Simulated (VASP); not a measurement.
**BAs: single point with LDA**

BAs:

```
CELL_PARAMETERS angstrom
0.00000 2.38850 2.38850
2.38850 0.00000 2.38850
2.38850 2.38850 0.00000
ATOMIC_POSITIONS crystal
B 0.00000 0.00000 0.00000
As 0.25000 0.25000 0.25000
```

* Program: VASP 6.6.1
* Task: single point
* Functional: LDA
* Potentials or basis: VASP PAW LDA potentials, release 64 (B, As)
* Cutoff: 520 eV
* k mesh: 10 × 10 × 10
* Occupations: gaussian, width 0.01 eV
* Spin: no spin polarisation
* Dipole correction: no
* Further INCAR settings: ALGO = Normal; EDIFF = 1e-06; NBANDS = 11

* Pressure: -3.1 GPa
* Band gap on the k mesh: 1.12 eV, indirect (least direct gap 3.25 eV)

Levels at points of the mesh, in eV from the valence-band top:
```tsv
k point	band 2	band 3	band 4	band 5	band 6	band 7
(0.00, 0.00, 0.00)	0.00	0.00	0.00	3.25	3.25	3.25
(0.50, 0.00, 0.00)	-8.76	-1.82	-1.82	2.69	4.75	4.75
(0.50, 0.50, 0.00)	-8.43	-4.08	-4.08	1.34	1.41	11.23
```

Wall time 8.6 s on 1 thread of Intel(R) Xeon(R) Platinum 8488C (Sapphire Rapids) (shared host), peak memory 0.14 GiB.

A k mesh can miss the band edges.
